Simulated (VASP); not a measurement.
# SiO2 (P-4m2) in VASP: notebook

SiO2 is run at these levels: LDA; tasks: relaxation of shape and atoms at fixed volume, single point.

Program: VASP 6.6.1. These are calculated values, not measurements. Logs are shortened: lines on timing, memory, paths and dates and some standing lists are left out, and cuts for length are marked.

### 1 The cell of the first run

Symmetry: P-4m2, No. 115, tetragonal system. Conventional cell: a = 6.817 Å, b = 6.817 Å, c = 6.335 Å, α = 90.00°, β = 90.00°, γ = 90.00°. Within 2.1 Å of Si (site symmetry m) lie 4 O at 1.57 to 1.60 Å. Within 2.1 Å of Si (site symmetry -4m2) lie 4 O at 1.59 Å. Within 2.1 Å of O (site symmetry m) lie 2 Si at 1.59 Å. O (site symmetry 2) has 2 Si at 1.60 Å within 2.1 Å. Within 2.1 Å of O (site symmetry 2mm) lie 2 Si at 1.57 Å.

### 2 Relaxation of shape and atoms at fixed volume, LDA (19.63 Å³/atom)

Input file INCAR:

```
SYSTEM = SiO2
PREC = Accurate ; ENCUT = 600
EDIFF = 1E-7 ; ISMEAR = 0
SIGMA = 0.02 ; LREAL = Auto
LASPH = .TRUE. ; NELM = 60
ALGO = Normal ; ISIF = 4
LWAVE = .FALSE. ; LCHARG = .FALSE.
GGA = CA ; IBRION = 2
NSW = 50 ; EDIFFG = -0.01
```

Input file KPOINTS:

```
Automatic mesh
0
G
  4 4 4
  0 0 0
```

Input file POSCAR:

```
SiO2
1.0
    6.8174867849      0.0000000000      0.0000000000
    0.0000000000      6.8174867849      0.0000000000
    0.0000000000      0.0000000000      6.3354728227
Si O
5 10
Direct
    0.2692498435      0.0000000000      0.1193140972
    0.0000000000      0.7307501565      0.8806859028
    0.0000000000      0.2692498435      0.8806859028
    0.7307501565      0.0000000000      0.1193140972
    0.0000000000      0.0000000000      0.5000000000
    0.1919033300      0.0000000000      0.3565740649
    0.0000000000      0.8080966700      0.6434259351
    0.0000000000      0.1919033300      0.6434259351
    0.8080966700      0.0000000000      0.3565740649
    0.1914476445      0.1914476445      0.0000000000
    0.1914476445      0.8085523555      0.0000000000
    0.8085523555      0.1914476445      0.0000000000
    0.8085523555      0.8085523555      0.0000000000
    0.5000000000      0.0000000000      0.1207156002
    0.0000000000      0.5000000000      0.8792843998
```

Potentials or basis: VASP PAW LDA potentials, release 64 (Si, O).

Command:

```sh
> cat potpaw_LDA.64/Si/POTCAR potpaw_LDA.64/O/POTCAR > POTCAR
> mpirun -np 1 vasp_std > vasp.out
```

OUTCAR:

```text
SYSTEM = SiO2
   PREC = Accurate
   ENCUT = 600
   EDIFF = 1E-7
   ISMEAR = 0
   LREAL = Auto
   LASPH = .TRUE.
   NELM = 60
   ISIF = 4
   GGA = CA
   IBRION = 2
   NSW = 50
   EDIFFG = -0.01

 ion  position               nearest neighbor table
   1  0.269  0.000  0.119-  14 1.57   6 1.59  11 1.60  10 1.60   2 3.00   3 3.00   5 3.03   4 3.15

   2  0.000  0.731  0.881-  15 1.57   7 1.59  13 1.60  11 1.60   1 3.00   4 3.00   5 3.03   3 3.15

   3  0.000  0.269  0.881-  15 1.57   8 1.59  12 1.60  10 1.60   1 3.00   4 3.00   5 3.03   2 3.15

   4  0.731  0.000  0.119-  14 1.57   9 1.59  13 1.60  12 1.60   2 3.00   3 3.00   5 3.03   1 3.15

   5  0.000  0.000  0.500-   6 1.59   7 1.59   8 1.59   9 1.59   1 3.03   2 3.03   3 3.03   4 3.03

   6  0.192  0.000  0.357-   5 1.59   1 1.59
   7  0.000  0.808  0.643-   5 1.59   2 1.59
   8  0.000  0.192  0.643-   5 1.59   3 1.59
   9  0.808  0.000  0.357-   5 1.59   4 1.59
  10  0.191  0.191  0.000-   1 1.60   3 1.60
  11  0.191  0.809  0.000-   1 1.60   2 1.60
  12  0.809  0.191  0.000-   3 1.60   4 1.60
  13  0.809  0.809  0.000-   2 1.60   4 1.60
  14  0.500  0.000  0.121-   1 1.57   4 1.57
  15  0.000  0.500  0.879-   2 1.57   3 1.57

  LATTYP: Found a simple tetragonal cell.
 ALAT       =     6.8174867849
 C/A-ratio  =     0.9292974116

  Lattice vectors:

 A1 = (   6.8174867849,   0.0000000000,   0.0000000000)
 A2 = (   0.0000000000,   6.8174867849,   0.0000000000)
 A3 = (   0.0000000000,   0.0000000000,   6.3354728227)

Analysis of symmetry for initial positions (statically):
=====================================================================
 Subroutine PRICEL returns:
 Original cell was already a primitive cell.

 Routine SETGRP: Setting up the symmetry group for a
 simple tetragonal supercell.

 Subroutine GETGRP returns: Found  8 space group operations
 (whereof  8 operations were pure point group operations)
 out of a pool of 16 trial point group operations.

The static configuration has the point symmetry D_2d.

Analysis of symmetry for dynamics (positions and initial velocities):
=====================================================================
 Subroutine PRICEL returns:
 Original cell was already a primitive cell.

 Routine SETGRP: Setting up the symmetry group for a
 simple tetragonal supercell.

 Subroutine GETGRP returns: Found  8 space group operations
 (whereof  8 operations were pure point group operations)
 out of a pool of 16 trial point group operations.

The dynamic configuration has the point symmetry D_2d.

 Subroutine INISYM returns: Found  8 space group operations
 (whereof  8 operations are pure point group operations),
 and found     1 'primitive' translations

----------------------------------------------------------------------------------------

                                     Primitive cell

  volume of cell :     294.4609

  direct lattice vectors                    reciprocal lattice vectors
     6.817486785  0.000000000  0.000000000     0.146681619  0.000000000  0.000000000
     0.000000000  6.817486785  0.000000000     0.000000000  0.146681619  0.000000000
     0.000000000  0.000000000  6.335472823     0.000000000  0.000000000  0.157841416

  length of vectors
     6.817486785  6.817486785  6.335472823     0.146681619  0.146681619  0.157841416

  position of ions in fractional coordinates (direct lattice)
     0.269249843  0.000000000  0.119314097
     0.000000000  0.730750157  0.880685903
     0.000000000  0.269249843  0.880685903
     0.730750157  0.000000000  0.119314097
     0.000000000  0.000000000  0.500000000
     0.191903330  0.000000000  0.356574065
     0.000000000  0.808096670  0.643425935
     0.000000000  0.191903330  0.643425935
     0.808096670  0.000000000  0.356574065
     0.191447645  0.191447645  0.000000000
     0.191447645  0.808552355  0.000000000
     0.808552355  0.191447645  0.000000000
     0.808552355  0.808552355  0.000000000
     0.500000000  0.000000000  0.120715600
     0.000000000  0.500000000  0.879284400

  ion indices of the primitive-cell ions
   primitive index   ion index
                 1           1
                 2           2
                 3           3
                 4           4
                 5           5
                 6           6
                 7           7
                 8           8
                 9           9
                10          10
                11          11
                12          12
                13          13
                14          14
                15          15

----------------------------------------------------------------------------------------

 KPOINTS: Automatic mesh

Automatic generation of k-mesh.
 Grid dimensions read from file:
 generate k-points for:    4    4    4

 Generating k-lattice:

  Cartesian coordinates                     Fractional coordinates (reciprocal lattice)
     0.036670405  0.000000000  0.000000000     0.250000000  0.000000000  0.000000000
     0.000000000  0.036670405  0.000000000     0.000000000  0.250000000  0.000000000
     0.000000000  0.000000000  0.039460354     0.000000000  0.000000000  0.250000000

  Length of vectors
     0.036670405  0.036670405  0.039460354

  Shift w.r.t. Gamma in fractional coordinates (k-lattice)
     0.000000000  0.000000000  0.000000000

 Subroutine IBZKPT returns following result:
 ===========================================

 Found     18 irreducible k-points:

 Following reciprocal coordinates:
            Coordinates               Weight
  0.000000  0.000000  0.000000      1.000000
  0.250000  0.000000  0.000000      4.000000
  0.500000  0.000000  0.000000      2.000000
  0.250000  0.250000  0.000000      4.000000
  0.500000  0.250000  0.000000      4.000000
  0.500000  0.500000  0.000000      1.000000
[... 10 lines left out ...]
  0.500000  0.250000  0.500000      4.000000
  0.500000  0.500000  0.500000      1.000000
   k-points           NKPTS =     18   k-points in BZ     NKDIM =     18   number of bands    NBANDS=     48
   number of dos      NEDOS =    301   number of ions     NIONS =     15
   total plane-waves  NPLWV = 157464
   dimension x,y,z NGX =    54 NGY =   54 NGZ =   54
   dimension x,y,z NGXF=   108 NGYF=  108 NGZF=  108
   ions per type =               5  10
   NGX,Y,Z   is equivalent  to a cutoff of  13.17, 13.17, 14.17 a.u.
   NGXF,Y,Z  is equivalent  to a cutoff of  26.34, 26.34, 28.34 a.u.
 SYSTEM =  SiO2
   PREC   = accura    normal or accurate (medium, high low for compatibility)
   ISTART =      0    job   : 0-new  1-cont  2-samecut
   ICHARG =      2    charge: 1-file 2-atom 10-const
   ISPIN  =      1    spin polarized calculation?
   LNONCOLLINEAR =      F non collinear calculations
   LSORBIT =      F    spin-orbit coupling
   LASPH  =      T    aspherical Exc in radial PAW
   ENCUT  =  600.0 eV  44.10 Ry    6.64 a.u.  13.62 13.62 12.65*2*pi/ulx,y,z
   NELM   =     60;   NELMIN=  2; NELMDL= -5     # of ELM steps
   EDIFF  = 0.1E-06   stopping-criterion for ELM
   LREAL  =      T    real-space projection
   EDIFFG = -.1E-01   stopping-criterion for IOM
   NSW    =     50    number of steps for IOM
   IBRION =      2    ionic relax: 0-MD 1-quasi-New 2-CG
   NFREE  =      1    steps in history (QN), initial steepest desc. (CG)
   ISIF   =      4    stress and relaxation
   ISYM   =      2    0-nonsym 1-usesym 2-fastsym
   POTIM  = 0.5000    time-step for ionic-motion
   TEBEG  =    0.0;   TEEND  =   0.0 temperature during run
   PSTRESS=    0.0 pullay stress
   NELECT =      80.0000    total number of electrons
   NUPDOWN=      -1.0000    fix difference up-down
   EMIN   =  10.00;   EMAX   =-10.00  energy-range for DOS
   EFERMI =   0.00;   METHOD = LEGACY
   ISMEAR =     0;   SIGMA  =   0.02  broadening in eV -4-tet -1-fermi 0-gaus
   EFERMI_NEDOS =   21; number of points for ismear=-14 and -15
   IALGO  =     38    algorithm
   IMIX   =      4    mixing-type and parameters
     AMIX     =   0.40;   BMIX     =  1.00
     AMIX_MAG =   1.60;   BMIX_MAG =  1.00
  volume/ion in A,a.u.               =      19.63       132.47
  Fermi-wavevector in a.u.,A,eV,Ry     =   1.060300  2.003677 15.296174  1.124237
  Thomas-Fermi vector in A             =   2.195677
   LORBIT       =      0    0 simple, 1 ext, 2 COOP (PROOUT), +10 PAW based schemes
   GGA     = CA    functional components
   LHFCALC =     F    Hartree Fock is set to
   AEXX    =    0.0000 exact exchange contribution
   IVDW    =     0    specifies the selected vdW correction
   LEPSILON=     F    determine dielectric tensor
   LRPA    =     F    only Hartree local field effects (RPA)
 conjugate gradient relaxation of ions
 non-spin polarized calculation
 Gauss-broadening in eV      SIGMA  =   0.02
  energy-cutoff  :      600.00
  volume of cell :      294.46
 maximum number of plane-waves:      9858
   NGX = 27   NGY = 27   NGZ = 25

--------------------------------------- Ionic step        1  -------------------------------------------

 number of electron      80.0000020 magnetization

 Free energy of the ion-electron system (eV)
  ---------------------------------------------------
  ext. energy  EPLUGINS =         0.00000000
  ---------------------------------------------------
  free energy    TOTEN  =      -129.14215915 eV

  energy without entropy =     -129.14215915  energy(sigma->0) =     -129.14215915

------------------------ aborting loop because EDIFF is reached ----------------------------------------

  FORCE on cell =-STRESS in cart. coord.  units (eV):
  Direction    XX          YY          ZZ          XY          YZ          ZX
  --------------------------------------------------------------------------------------
  -------------------------------------------------------------------------------------
  Total        7.8092551      7.8092551      7.8438874      0.0000000      0.0000000      0.0000000
  in kB       42.4905692     42.4905692     42.6790056      0.0000000      0.0000000      0.0000000
  external PRESSURE =      42.5533813 kB  Pullay stress =       0.0000000 kB
[... 128 lines left out ...]
  FREE ENERGIE OF THE ION-ELECTRON SYSTEM (eV)
  ---------------------------------------------------
  free  energy   TOTEN  =      -129.1711053972 eV

  energy  without entropy=     -129.1711053972  energy(sigma->0) =     -129.17110540

[... ionic steps 4 to 15 ...]

--------------------------------------- Ionic step       16  -------------------------------------------

 number of electron      80.0000041 magnetization

------------------------ aborting loop because EDIFF is reached ----------------------------------------
[... 93 lines left out ...]
--------------------------------------- Ionic step       18  -------------------------------------------

 number of electron      80.0000041 magnetization

 Free energy of the ion-electron system (eV)
  ---------------------------------------------------
  ext. energy  EPLUGINS =         0.00000000
  ---------------------------------------------------
  free energy    TOTEN  =      -129.17912588 eV

  energy without entropy =     -129.17912588  energy(sigma->0) =     -129.17912588

 E-fermi :  -2.1071     XC(G=0):  -6.9716

 val. band max:       -2.2179354727   @ k =   0.5000   0.5000   0.0000
 cond. band min:       3.4540185652   @ k =   0.0000   0.0000   0.0000
 fundamental gap:      5.6719540379
 Fermi energy:        -2.1070894719

 k-point     1 :       0.0000    0.0000    0.0000
  band No.  band energies     occupation
      1     -21.7281      2.00000
      2     -20.5469      2.00000
      3     -20.4367      2.00000
      4     -20.4133      2.00000
      5     -20.4133      2.00000
      6     -19.6080      2.00000
[... 949 lines left out ...]
  FREE ENERGIE OF THE ION-ELECTRON SYSTEM (eV)
  ---------------------------------------------------
  free  energy   TOTEN  =      -129.1791258768 eV

  energy  without entropy=     -129.1791258768  energy(sigma->0) =     -129.17912588

 reached required accuracy - stopping structural energy minimisation
```

Run time: 32 min. Hardware: 1 thread of Intel Xeon 6975P-C (Granite Rapids), shared host; peak memory 0.44 GiB.

Results:

* Free energy: -129.1791 eV
* Energy gained by relaxing: 2.5 meV/atom
* Ionic steps: 18
* Pressure after relaxing: 3.0 GPa
* Largest force after relaxing: 0.007 eV/Å
* Band gap on the k mesh: 5.67 eV (least direct gap 5.73 eV)

Forces in eV/Å, atoms in the order of the input:
```
Si   0.006  0.000 -0.003
Si   0.000 -0.006  0.003
Si   0.000  0.006  0.003
Si  -0.006  0.000 -0.003
Si   0.000  0.000  0.000
O    0.001  0.000 -0.004
O    0.000 -0.001  0.004
O    0.000  0.001  0.004
O   -0.001  0.000 -0.004
O    0.004  0.004  0.000
O    0.004 -0.004  0.000
O   -0.004  0.004  0.000
O   -0.004 -0.004  0.000
O    0.000  0.000 -0.001
O    0.000  0.000  0.001
```

Step by step:
| step | energy change (eV) | largest force (eV/Å) | pressure (GPa) | volume (Å³) |
| --- | --- | --- | --- | --- |
| 1 | 0.0000 | 0.3890 | 4.26 | 294.46 |
| 2 | -0.0289 | 0.3844 | 3.30 | 294.46 |
| 3 | -0.0289 | 0.3786 | 3.31 | 294.46 |
| 4 | -0.0128 | 0.7327 | 2.57 | 294.46 |
| 5 | -0.0349 | 0.1109 | 3.05 | 294.46 |
| 6 | -0.0333 | 0.2482 | 2.98 | 294.46 |
| 7 | -0.0354 | 0.0368 | 3.02 | 294.46 |
| 8 | -0.0361 | 0.0258 | 3.00 | 294.46 |
| 9 | -0.0367 | 0.0239 | 2.97 | 294.46 |
| 10 | -0.0368 | 0.0266 | 2.97 | 294.46 |
| 11 | -0.0368 | 0.0249 | 2.97 | 294.46 |
| 12 | -0.0368 | 0.0276 | 2.97 | 294.46 |
| 13 | -0.0368 | 0.0221 | 2.97 | 294.46 |
| 14 | -0.0369 | 0.0162 | 2.98 | 294.46 |
| 15 | -0.0370 | 0.0186 | 2.98 | 294.46 |
| 16 | -0.0370 | 0.0158 | 2.98 | 294.46 |
| 17 | -0.0370 | 0.0151 | 2.97 | 294.46 |
| 18 | -0.0370 | 0.0068 | 2.97 | 294.46 |

Final structure:
```
CELL_PARAMETERS angstrom
6.83074 0.00000 0.00000
0.00000 6.83074 0.00000
0.00000 0.00000 6.31091
ATOMIC_POSITIONS crystal
Si 0.26989 0.00000 0.11945
Si 0.00000 0.73011 0.88055
Si 0.00000 0.26989 0.88055
Si 0.73011 0.00000 0.11945
Si 0.00000 0.00000 0.50000
O 0.19526 0.00000 0.35977
O 0.00000 0.80474 0.64023
O 0.00000 0.19526 0.64023
O 0.80474 0.00000 0.35977
O 0.19331 0.19331 0.00000
O 0.19331 0.80669 0.00000
O 0.80669 0.19331 0.00000
O 0.80669 0.80669 0.00000
O 0.50000 0.00000 0.11899
O 0.00000 0.50000 0.88101
```

Levels at points of the mesh, in eV from the valence-band top:
```csv
k point,band 38,band 39,band 40,band 41,band 42,band 43
"(0.00, 0.00, 0.00)",-0.83,-0.83,-0.05,5.67,8.47,8.61
"(0.50, 0.00, 0.00)",-0.64,-0.44,-0.02,6.43,7.18,8.61
"(0.50, 0.50, 0.00)",-0.44,-0.44,0.00,7.15,7.79,7.79
"(0.00, 0.00, 0.50)",-0.69,-0.51,-0.51,6.74,7.21,8.31
"(0.50, 0.00, 0.50)",-0.50,-0.48,-0.25,7.42,7.88,7.96
"(0.50, 0.50, 0.50)",-0.33,-0.25,-0.25,7.91,8.34,8.34
```

### 3 Single point, LDA

This run uses another cell than the first one, of 20.24 Å³/atom.

Input file INCAR:

```
PREC = Accurate
ENCUT = 520
EDIFF = 1E-7
ISMEAR = 0
SIGMA = 0.02
LREAL = Auto
LASPH = T
NELM = 100
ALGO = Normal
ISIF = 2
LWAVE = F
LCHARG = F
GGA = CA
NBANDS = 53
```

Input file KPOINTS:

```
Automatic mesh
0
Gamma
  4 4 4
```

POSCAR, as its differences from that of step 2:

```diff
@@ -2,5 +2,5 @@
 1.0
-    6.8174867849      0.0000000000      0.0000000000
-    0.0000000000      6.8174867849      0.0000000000
-    0.0000000000      0.0000000000      6.3354728227
+    6.8870577816      0.0000000000      0.0000000000
+    0.0000000000      6.8870577816      0.0000000000
+    0.0000000000      0.0000000000      6.4001249699
 Si O
```

Potentials or basis: VASP PAW LDA potentials, release 64 (Si, O).

Command:

```sh
> cat potpaw_LDA.64/Si/POTCAR potpaw_LDA.64/O/POTCAR > POTCAR
> mpirun -np 1 vasp_std > vasp.out
```

It took 4.6 min on 1 thread of AMD EPYC 9R45 (Zen 5), shared host; peak memory 0.35 GiB.

The run converged. Its results:

```
Free energy            : -129.2457 eV
Pressure               : 0.4 GPa
Largest force          : 0.086 eV/Å
Band gap on the k mesh : 5.64 eV (least direct gap 5.69 eV)
```

Forces in eV/Å, atoms in the order of the input:
```
Si   0.084  0.000  0.020
Si   0.000 -0.084 -0.020
Si   0.000  0.084 -0.020
Si  -0.084  0.000  0.020
Si   0.000  0.000  0.000
O    0.010  0.000  0.014
O    0.000 -0.010 -0.014
O    0.000  0.010 -0.014
O   -0.010  0.000  0.014
O    0.014  0.014  0.000
O    0.014 -0.014  0.000
O   -0.014  0.014  0.000
O   -0.014 -0.014  0.000
O    0.000  0.000 -0.003
O    0.000  0.000  0.003
```

Levels at points of the mesh, in eV from the valence-band top:
```
           k point  band 36  band 37  band 38  band 39  band 40  band 41  band 42  band 43  band 44  band 45
(0.00, 0.00, 0.00)    -1.09    -0.97    -0.76    -0.76    -0.05     5.64     8.42     8.51     8.90     9.00
(0.50, 0.00, 0.00)    -1.11    -0.88    -0.59    -0.38    -0.02     6.41     7.12     8.57     8.91     9.09
(0.50, 0.50, 0.00)    -1.33    -0.40    -0.39    -0.39     0.00     7.19     7.69     7.69     7.94     8.70
(0.00, 0.00, 0.50)    -1.03    -0.96    -0.64    -0.47    -0.47     6.69     7.15     8.35     8.77     9.01
(0.50, 0.00, 0.50)    -1.08    -0.69    -0.47    -0.45    -0.21     7.38     7.82     7.83     8.01     8.44
(0.50, 0.50, 0.50)    -1.09    -0.57    -0.31    -0.21    -0.21     8.06     8.07     8.07     8.37     8.47
```

A k mesh can miss the band edges.

### 4 Single point, LDA

This run uses another cell than the first one, of 20.24 Å³/atom.

Input file INCAR:

```
SYSTEM = SiO2
  ALGO = Normal
  EDIFF = 1E-6
  ENCUT = 520
  ISIF = 2
  ISMEAR = 0
  LASPH = .TRUE.
  LCHARG = .FALSE.
  LREAL = Auto
  LWAVE = .FALSE.
  NBANDS = 53
  NELM = 60
  PREC = Accurate
  SIGMA = 0.02
```

Input file KPOINTS:

```
k-points
0
G
  4 4 4
  0 0 0
```

POSCAR is that of step 3.

Command:

```sh
> cat potpaw_LDA.64/Si/POTCAR potpaw_LDA.64/O/POTCAR > POTCAR
> mpirun -np 1 vasp_std > vasp.out
```

It took 4.4 min on 1 thread of AMD EPYC 9R45 (Zen 5), shared host; peak memory 0.35 GiB.

The run converged. Its results:

```yaml
Free_energy: -129.2457 eV
Pressure: 0.4 GPa
Largest_force: 0.086 eV/Å
Band_gap_on_the_k_mesh: 5.64 eV (least direct gap 5.69 eV)
```

Forces in eV/Å, atoms in the order of the input:
```
Si   0.084  0.000  0.020
Si   0.000 -0.084 -0.020
Si   0.000  0.084 -0.020
Si  -0.084  0.000  0.020
Si   0.000  0.000  0.000
O    0.010  0.000  0.014
O    0.000 -0.010 -0.014
O    0.000  0.010 -0.014
O   -0.010  0.000  0.014
O    0.014  0.014  0.000
O    0.014 -0.014  0.000
O   -0.014  0.014  0.000
O   -0.014 -0.014  0.000
O    0.000  0.000 -0.003
O    0.000  0.000  0.003
```

Levels at points of the mesh, in eV from the valence-band top:
```
           k point  band 36  band 37  band 38  band 39  band 40  band 41  band 42  band 43  band 44  band 45
(0.00, 0.00, 0.00)    -1.09    -0.97    -0.76    -0.76    -0.05     5.64     8.42     8.51     8.90     9.00
(0.50, 0.00, 0.00)    -1.11    -0.88    -0.59    -0.38    -0.02     6.41     7.12     8.57     8.91     9.09
(0.50, 0.50, 0.00)    -1.33    -0.40    -0.39    -0.39     0.00     7.19     7.69     7.69     7.94     8.70
(0.00, 0.00, 0.50)    -1.03    -0.96    -0.64    -0.47    -0.47     6.69     7.15     8.35     8.77     9.01
(0.50, 0.00, 0.50)    -1.08    -0.69    -0.47    -0.45    -0.21     7.38     7.82     7.83     8.01     8.44
(0.50, 0.50, 0.50)    -1.09    -0.57    -0.31    -0.21    -0.21     8.06     8.07     8.07     8.37     8.47
```

A k mesh can miss the band edges.

[end of part 1 of 2]
